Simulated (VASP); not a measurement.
Sr3Ag:

```
CELL_PARAMETERS angstrom
5.49087 0.00000 0.00000
0.00000 5.49087 0.00000
0.00000 0.00000 5.49087
ATOMIC_POSITIONS crystal
Sr 0.00000 0.50000 0.50000
Sr 0.50000 0.00000 0.50000
Sr 0.50000 0.50000 0.00000
Ag 0.00000 0.00000 0.00000
```

```yaml
Program: VASP 6.6.1
Task: relaxation of volume and atoms at fixed shape
Functional: LDA
Potentials_or_basis: VASP PAW LDA potentials, release 64 (Sr_sv, Ag)
Cutoff: 600 eV
k_mesh: 5 × 5 × 5
Occupations: gaussian, width 0.05 eV
Spin: no spin polarisation
```

At the start: pressure -2.1 GPa; volume 41.39 Å³/atom.

**Question.** How do energy, volume and symmetry change on relaxing?

**Answer.** Over 4 steps the energy falls by 37.9 meV/atom and the volume is 36.19 Å³/atom (-12.6 %); space group Pm-3m (No. 221, to 0.05 Å).

The path:
```
step  energy change (eV)  largest force (eV/Å)  pressure (GPa)  volume (Å³)
   1              0.0000                0.0000           -2.11       165.55
   2             -0.1257                0.0000           -0.99       152.85
   3             -0.1514                0.0000           -0.11       145.57
   4             -0.1516                0.0000            0.00       144.76
```

Final structure:
```xyz
4
Lattice="5.2507 0.0000 0.0000 0.0000 5.2507 0.0000 0.0000 0.0000 5.2507" Properties=species:S:1:pos:R:3 pbc="T T T"
Sr    0.0000    2.6254    2.6254
Sr    2.6254    0.0000    2.6254
Sr    2.6254    2.6254    0.0000
Ag    0.0000    0.0000    0.0000
```
